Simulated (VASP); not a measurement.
# Ti in VASP: single point with PBE+D3(BJ)

Aim: the single point of Ti with PBE+D3(BJ).

All numbers are computed with VASP 6.6.1; they aren't measurements. Logs are shortened: lines on timing, memory, paths and dates and some standing lists are left out, and cuts for length are marked.

## Step 1: The cell of the first run

The cell holds a slab with vacuum, 16 atoms: a = 5.710 Å, b = 5.710 Å, c = 23.994 Å, α = 90.00°, β = 90.00°, γ = 120.00°.

## Step 2: Single point, PBE+D3(BJ)

File INCAR:

```
SYSTEM = Ti
PREC = Accurate
ENCUT = 520
EDIFF = 1E-6
ISMEAR = 0
SIGMA = 0.1
LREAL = Auto
LASPH = .True.
NELM = 60
ALGO = Normal
ISIF = 2
LWAVE = .False.
LCHARG = .False.
LDIPOL = .True.
IDIPOL = 3
DIPOL = 0.5 0.5 0.500
GGA = PE
IVDW = 12
NBANDS = 110
```

File KPOINTS:

```
Automatic mesh
0
Gamma
  6 6 1
  0 0 0
```

File POSCAR:

```
Ti
1.0
    5.7102790035      0.0000000000      0.0000000000
   -2.8551395017      4.9452466797      0.0000000000
    0.0000000000      0.0000000000     23.9936349237
Ti
16
Direct
    0.3333333333      0.1666666667      0.3542606207
    0.3333333333      0.6666666667      0.3542606207
    0.8333333333      0.1666666667      0.3542606207
    0.8333333333      0.6666666667      0.3542606207
    0.6666666667      0.3333333333      0.4514202069
    0.6666666667      0.8333333333      0.4514202069
    0.1666666667      0.3333333333      0.4514202069
    0.1666666667      0.8333333333      0.4514202069
    0.0000000000      0.5000000000      0.5502865441
    0.0000000000      0.0000000000      0.5502865441
    0.5000000000      0.5000000000      0.5502865441
    0.5000000000      0.0000000000      0.5502865441
    0.3333333333      0.6666666667      0.6428565109
    0.3333333333      0.1666666667      0.6428565109
    0.8333333333      0.6666666667      0.6428565109
    0.8333333333      0.1666666667      0.6428565109
```

Potentials or basis: VASP PAW PBE potentials, release 64 (Ti_sv).

On the command line:

```console
> cat potpaw_PBE.64/Ti_sv/POTCAR > POTCAR
> mpirun -np 1 vasp_std > vasp.out
```

OUTCAR:

```text
SYSTEM = Ti
   PREC = Accurate
   ENCUT = 520
   EDIFF = 1E-6
   ISMEAR = 0
   LREAL = Auto
   LASPH = .True.
   NELM = 60
   ISIF = 2
   GGA = PE
   IVDW = 12
 IVDW          = 12

 ion  position               nearest neighbor table
   1  0.333  0.167  0.354-   7 2.86   8 2.86   5 2.86   2 2.86   2 2.86   3 2.86   3 2.86   4 2.86
                             4 2.86
   2  0.333  0.667  0.354-   8 2.86   7 2.86   6 2.86   1 2.86   1 2.86   4 2.86   4 2.86   3 2.86
                             3 2.86
   3  0.833  0.167  0.354-   5 2.86   6 2.86   7 2.86   4 2.86   4 2.86   1 2.86   1 2.86   2 2.86
                             2 2.86
   4  0.833  0.667  0.354-   6 2.86   5 2.86   8 2.86   3 2.86   3 2.86   2 2.86   2 2.86   1 2.86
                             1 2.86
   5  0.667  0.333  0.451-   3 2.86   4 2.86   1 2.86   6 2.86   6 2.86   7 2.86   7 2.86   8 2.86
                             8 2.86  12 2.89   9 2.89  11 2.89
   6  0.667  0.833  0.451-   4 2.86   3 2.86   2 2.86   5 2.86   5 2.86   8 2.86   8 2.86   7 2.86
                             7 2.86  11 2.89  10 2.89  12 2.89
   7  0.167  0.333  0.451-   1 2.86   2 2.86   3 2.86   8 2.86   8 2.86   5 2.86   5 2.86   6 2.86
                             6 2.86  10 2.89  11 2.89   9 2.89
   8  0.167  0.833  0.451-   2 2.86   1 2.86   4 2.86   7 2.86   7 2.86   6 2.86   6 2.86   5 2.86
                             5 2.86   9 2.89  12 2.89  10 2.89
   9  0.000  0.500  0.550-  16 2.77  13 2.77  15 2.77  10 2.86  10 2.86  11 2.86  11 2.86  12 2.86
                            12 2.86   8 2.89   5 2.89   7 2.89
  10  0.000  0.000  0.550-  15 2.77  14 2.77  16 2.77   9 2.86   9 2.86  12 2.86  12 2.86  11 2.86
                            11 2.86   7 2.89   6 2.89   8 2.89
  11  0.500  0.500  0.550-  14 2.77  15 2.77  13 2.77  12 2.86  12 2.86   9 2.86   9 2.86  10 2.86
                            10 2.86   6 2.89   7 2.89   5 2.89
  12  0.500  0.000  0.550-  13 2.77  16 2.77  14 2.77  11 2.86  11 2.86  10 2.86  10 2.86   9 2.86
                             9 2.86   5 2.89   8 2.89   6 2.89
  13  0.333  0.667  0.643-  12 2.77   9 2.77  11 2.77  14 2.86  14 2.86  15 2.86  15 2.86  16 2.86
                            16 2.86
  14  0.333  0.167  0.643-  11 2.77  10 2.77  12 2.77  13 2.86  13 2.86  16 2.86  16 2.86  15 2.86
                            15 2.86
  15  0.833  0.667  0.643-  10 2.77  11 2.77   9 2.77  16 2.86  16 2.86  13 2.86  13 2.86  14 2.86
                            14 2.86
  16  0.833  0.167  0.643-   9 2.77  12 2.77  10 2.77  15 2.86  15 2.86  14 2.86  14 2.86  13 2.86
                            13 2.86

  LATTYP: Found a hexagonal cell.
 ALAT       =     5.7102790035
 C/A-ratio  =     4.2018323289

  Lattice vectors:

 A1 = (   5.7102790035,   0.0000000000,   0.0000000000)
 A2 = (  -2.8551395017,   4.9452466797,   0.0000000000)
 A3 = (   0.0000000000,   0.0000000000,  23.9936349237)

Analysis of symmetry for initial positions (statically):
=====================================================================
 Subroutine PRICEL returns following result:

  LATTYP: Found a hexagonal cell.
 ALAT       =     2.8551395018
 C/A-ratio  =     8.4036646577

  Lattice vectors:

 A1 = (   2.8551395018,   0.0000000000,   0.0000000000)
 A2 = (  -1.4275697509,   2.4726233399,   0.0000000000)
 A3 = (   0.0000000000,   0.0000000000,  23.9936349237)

   4 primitive cells build up your supercell.

 Routine SETGRP: Setting up the symmetry group for a
 hexagonal supercell.

 Subroutine GETGRP returns: Found  6 space group operations
 (whereof  6 operations were pure point group operations)
 out of a pool of 24 trial point group operations.

The static configuration has the point symmetry C_3v.

Analysis of symmetry for dynamics (positions and initial velocities):
=====================================================================
 Subroutine PRICEL returns following result:

  LATTYP: Found a hexagonal cell.
 ALAT       =     2.8551395018
 C/A-ratio  =     8.4036646577

  Lattice vectors:

 A1 = (   2.8551395018,   0.0000000000,   0.0000000000)
 A2 = (  -1.4275697509,   2.4726233399,   0.0000000000)
 A3 = (   0.0000000000,   0.0000000000,  23.9936349237)

   4 primitive cells build up your supercell.

 Routine SETGRP: Setting up the symmetry group for a
 hexagonal supercell.

 Subroutine GETGRP returns: Found  6 space group operations
 (whereof  6 operations were pure point group operations)
 out of a pool of 24 trial point group operations.

The dynamic configuration has the point symmetry C_3v.

 Subroutine INISYM returns: Found  6 space group operations
 (whereof  6 operations are pure point group operations),
 and found     4 'primitive' translations

----------------------------------------------------------------------------------------

                                     Primitive cell

  volume of cell :     169.3875

  direct lattice vectors                    reciprocal lattice vectors
     2.855139502  0.000000000  0.000000000     0.350245583  0.202214382  0.000000000
    -1.427569751  2.472623340  0.000000000     0.000000000  0.404428764  0.000000000
     0.000000000  0.000000000 23.993634924     0.000000000  0.000000000  0.041677720

  length of vectors
     2.855139502  2.855139502 23.993634924     0.404428764  0.404428764  0.041677720

  position of ions in fractional coordinates (direct lattice)
     0.666666667  0.333333333  0.354260621
     0.333333333  0.666666667  0.451420207
     0.000000000  0.000000000  0.550286544
     0.666666667  0.333333333  0.642856511

  ion indices of the primitive-cell ions
   primitive index   ion index
                 1           1
                 2           7
                 3          12
                 4          14

----------------------------------------------------------------------------------------

 KPOINTS: Automatic mesh

Automatic generation of k-mesh.
 Grid dimensions read from file:
 generate k-points for:    6    6    1

 Generating k-lattice:

  Cartesian coordinates                     Fractional coordinates (reciprocal lattice)
     0.029187132  0.016851198  0.000000000     0.166666667  0.000000000  0.000000000
     0.000000000  0.033702397  0.000000000     0.000000000  0.166666667  0.000000000
     0.000000000  0.000000000  0.041677720     0.000000000  0.000000000  1.000000000

  Length of vectors
     0.033702397  0.033702397  0.041677720

  Shift w.r.t. Gamma in fractional coordinates (k-lattice)
     0.000000000  0.000000000  0.000000000

 Subroutine IBZKPT returns following result:
 ===========================================

 Found      7 irreducible k-points:

 Following reciprocal coordinates:
            Coordinates               Weight
  0.000000  0.000000  0.000000      1.000000
  0.166667 -0.000000  0.000000      6.000000
  0.333333  0.000000  0.000000      6.000000
  0.500000  0.000000  0.000000      3.000000
  0.166667  0.166667  0.000000      6.000000
  0.333333  0.166667  0.000000     12.000000
  0.333333  0.333333  0.000000      2.000000
   k-points           NKPTS =      7   k-points in BZ     NKDIM =      7   number of bands    NBANDS=    110
   number of dos      NEDOS =    301   number of ions     NIONS =     16
   total plane-waves  NPLWV = 317520
   dimension x,y,z NGX =    42 NGY =   42 NGZ =  180
   dimension x,y,z NGXF=    84 NGYF=   84 NGZF=  360
   ions per type =              16
   NGX,Y,Z   is equivalent  to a cutoff of  12.23, 12.23, 12.47 a.u.
   NGXF,Y,Z  is equivalent  to a cutoff of  24.46, 24.46, 24.94 a.u.
 SYSTEM =  Ti
   PREC   = accura    normal or accurate (medium, high low for compatibility)
   ISTART =      0    job   : 0-new  1-cont  2-samecut
   ICHARG =      2    charge: 1-file 2-atom 10-const
   ISPIN  =      1    spin polarized calculation?
   LNONCOLLINEAR =      F non collinear calculations
   LSORBIT =      F    spin-orbit coupling
   LASPH  =      T    aspherical Exc in radial PAW
   ENCUT  =  520.0 eV  38.22 Ry    6.18 a.u.  10.62 10.62 44.61*2*pi/ulx,y,z
   NELM   =     60;   NELMIN=  2; NELMDL= -5     # of ELM steps
   EDIFF  = 0.1E-05   stopping-criterion for ELM
   LREAL  =      T    real-space projection
   EDIFFG = 0.1E-04   stopping-criterion for IOM
   NSW    =      0    number of steps for IOM
   IBRION =     -1    ionic relax: 0-MD 1-quasi-New 2-CG
   NFREE  =      0    steps in history (QN), initial steepest desc. (CG)
   ISIF   =      2    stress and relaxation
   ISYM   =      2    0-nonsym 1-usesym 2-fastsym
   POTIM  = 0.5000    time-step for ionic-motion
   TEBEG  =    0.0;   TEEND  =   0.0 temperature during run
   PSTRESS=    0.0 pullay stress
   NELECT =     192.0000    total number of electrons
   NUPDOWN=      -1.0000    fix difference up-down
   EMIN   =  10.00;   EMAX   =-10.00  energy-range for DOS
   EFERMI =   0.00;   METHOD = LEGACY
   ISMEAR =     0;   SIGMA  =   0.10  broadening in eV -4-tet -1-fermi 0-gaus
   EFERMI_NEDOS =   21; number of points for ismear=-14 and -15
   IALGO  =     38    algorithm
   IMIX   =      4    mixing-type and parameters
     AMIX     =   0.40;   BMIX     =  1.00
     AMIX_MAG =   1.60;   BMIX_MAG =  1.00
  volume/ion in A,a.u.               =      42.35       285.77
  Fermi-wavevector in a.u.,A,eV,Ry     =   1.075296  2.032015 15.731900  1.156262
  Thomas-Fermi vector in A             =   2.211149
   LORBIT       =      0    0 simple, 1 ext, 2 COOP (PROOUT), +10 PAW based schemes
   GGA     = PE    functional components
   LHFCALC =     F    Hartree Fock is set to
   AEXX    =    0.0000 exact exchange contribution
   IVDW    =    12    specifies the selected vdW correction
   LEPSILON=     F    determine dielectric tensor
   LRPA    =     F    only Hartree local field effects (RPA)
 non-spin polarized calculation
 Gauss-broadening in eV      SIGMA  =   0.10
  energy-cutoff  :      520.00
  volume of cell :      677.55
 maximum number of plane-waves:     18305
   NGX = 21   NGY = 21   NGZ = 89

 dipolmoment           0.000000      0.000000      0.000096 electrons x Angstroem

 number of electron     191.9999950 magnetization

 dipolmoment           0.000000      0.000000     -0.005709 electrons x Angstroem

 Free energy of the ion-electron system (eV)
  ---------------------------------------------------
  ext. energy  EPLUGINS =         0.00000000
  ---------------------------------------------------
  free energy    TOTEN  =      -117.67772799 eV

  energy without entropy =     -117.50658286  energy(sigma->0) =     -117.59215542

 E-fermi :   0.7844     XC(G=0):  -5.4501

 val. band max:        0.7789847995   @ k =   0.3333   0.0000   0.0000
 cond. band min:       0.7983736297   @ k =   0.3333   0.0000   0.0000
 fundamental gap:      0.0193888302
 Fermi energy:         0.7843588610

 k-point     1 :       0.0000    0.0000    0.0000
  band No.  band energies     occupation
      1     -56.0681      2.00000
      2     -56.0318      2.00000
      3     -55.9635      2.00000
      4     -55.9635      2.00000
      5     -55.9635      2.00000
      6     -55.9215      2.00000
[... 100 lines left out ...]
    107       1.6467      0.00000
    108       1.6981      0.00000

 k-point     2 :       0.1667   -0.0000    0.0000
  band No.  band energies     occupation
      1     -56.0612      2.00000
      2     -56.0245      2.00000
      3     -55.9705      2.00000
      4     -55.9635      2.00000
      5     -55.9635      2.00000
      6     -55.9289      2.00000
[... 547 lines left out ...]
 k-point     7 :       0.3333    0.3333    0.0000
  band No.  band energies     occupation
      1     -56.0030      2.00000
      2     -56.0030      2.00000
      3     -56.0030      2.00000
      4     -55.9632      2.00000
      5     -55.9632      2.00000
      6     -55.9632      2.00000
[... 100 lines left out ...]
    107       1.0715      0.00005
    108       1.2371      0.00000
 [bands above 108 left out]

------------------------ aborting loop because EDIFF is reached ----------------------------------------

 vacuum level on the upper side and lower side of the slab       (xc-potential included)        -0.184        -0.134

 Edisp (eV)   -7.59393

 E8    (eV) :    -3.7306

  FORCE on cell =-STRESS in cart. coord.  units (eV):
  Direction    XX          YY          ZZ          XY          YZ          ZX
  --------------------------------------------------------------------------------------
  -------------------------------------------------------------------------------------
  Total      -3.46446    -3.46446    -4.25883    -0.00000     0.00000     0.00000
  in kB      -8.19228    -8.19228   -10.07070    -0.00000     0.00000     0.00000
  external pressure =       -8.82 kB  Pullay stress =        0.00 kB

 VOLUME and BASIS-vectors are now :
 -----------------------------------------------------------------------------
  energy-cutoff  :      520.00
  volume of cell :      677.55
      direct lattice vectors                 reciprocal lattice vectors
     5.710279004  0.000000000  0.000000000     0.175122792  0.101107191  0.000000000
    -2.855139502  4.945246680  0.000000000     0.000000000  0.202214382  0.000000000
     0.000000000  0.000000000 23.993634924     0.000000000  0.000000000  0.041677720

 POSITION                                       TOTAL-FORCE (eV/Angst)
 -----------------------------------------------------------------------------------
      1.42757      0.82421      8.50000         0.000000      0.000000      0.394899
     -0.00000      3.29683      8.50000         0.000000      0.000000      0.394899
      4.28271      0.82421      8.50000         0.000000     -0.000000      0.394899
      2.85514      3.29683      8.50000         0.000000      0.000000      0.394899
      2.85514      1.64842     10.83121         0.000000      0.000000     -0.386493
      1.42757      4.12104     10.83121         0.000000      0.000000     -0.386493
[... 8 lines left out ...]
      2.85514      3.29683     15.42446        -0.000000     -0.000000     -0.011284
      4.28271      0.82421     15.42446        -0.000000     -0.000000     -0.011284
 -----------------------------------------------------------------------------------
    total drift:                                0.000002     -0.000001      0.048198

  FREE ENERGIE OF THE ION-ELECTRON SYSTEM (eV)
  ---------------------------------------------------
  free  energy   TOTEN  =      -125.2716541283 eV

  energy  without entropy=     -125.1005089981  energy(sigma->0) =     -125.18608156

 vacuum level on the upper side and lower side of the slab         5.232         5.284
```

Run time: 90 min. Hardware: 1 thread of Intel Xeon 8259CL, shared host; peak memory 0.82 GiB.

What came out:

```
Free energy                : -125.2717 eV
Largest force              : 0.395 eV/Å
Band gap on the k mesh     : zero (bands 96 and 97 overlap by 0.70 eV)
Dispersion energy per atom : -0.475 eV
```

Forces in eV/Å, atoms in the order of the input:
```
Ti   0.000  0.000  0.395
Ti   0.000  0.000  0.395
Ti   0.000  0.000  0.395
Ti   0.000  0.000  0.395
Ti   0.000  0.000 -0.386
Ti   0.000  0.000 -0.386
Ti   0.000  0.000 -0.386
Ti   0.000  0.000 -0.386
Ti   0.000  0.000  0.003
Ti   0.000  0.000  0.003
Ti   0.000  0.000  0.003
Ti   0.000  0.000  0.003
Ti   0.000  0.000 -0.011
Ti   0.000  0.000 -0.011
Ti   0.000  0.000 -0.011
Ti   0.000  0.000 -0.011
```

Levels at points of the mesh, in eV from the Fermi level:
```
           k point  band 92  band 93  band 94  band 95  band 96  band 97  band 98  band 99
(0.00, 0.00, 0.00)     0.33     0.36     0.36     0.36     0.48     0.54     0.54     0.54
(0.50, 0.00, 0.00)    -0.36    -0.31    -0.31    -0.26    -0.26    -0.20    -0.20    -0.01
```
